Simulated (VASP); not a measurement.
Input of a VASP 6.6.1 run:

File INCAR:

```
  ALGO = Normal
  EDIFF = 1E-8
  ENCUT = 520
  ISIF = 2
  ISMEAR = -1
  LASPH = T
  LCHARG = F
  LEFG = T
  LREAL = F
  LWAVE = F
  NBANDS = 21
  NELM = 80
  PREC = Accurate
  SIGMA = 0.05
```

KPOINTS

```
k-points
0
Gamma
  15 15 15
```

The input POSCAR:

```
Sn
1.0
   -2.9158500000      2.9158500000      1.6224630000
    2.9158500000     -2.9158500000      1.6224630000
    2.9158500000      2.9158500000     -1.6224630000
Sn
2
Direct
    0.0000000000      0.0000000000      0.0000000000
    0.7500000000      0.2500000000      0.5000000000
```

Potentials or basis: VASP PAW LDA potentials, release 64 (Sn_d).

Command:

```bash
$ cat potpaw_LDA.64/Sn_d/POTCAR > POTCAR
$ mpirun -np 1 vasp_std > vasp.out
```

(1) Estimate the pressure.

(2) Predict the band gap on the k mesh.

## Answers

(1) -2.7 GPa.

(2) zero (band 14 reaches 9.01 eV, above the bottom of band 15 at 4.73 eV).

Caveat: the cell differs from its parent crystal (zz strain of +2 %); without QUAD_EFG the Cq values of the log hold for a quadrupole moment of 1 mb, not for the nuclei; spin-orbit coupling is left out, which moves the levels of the heavy elements.
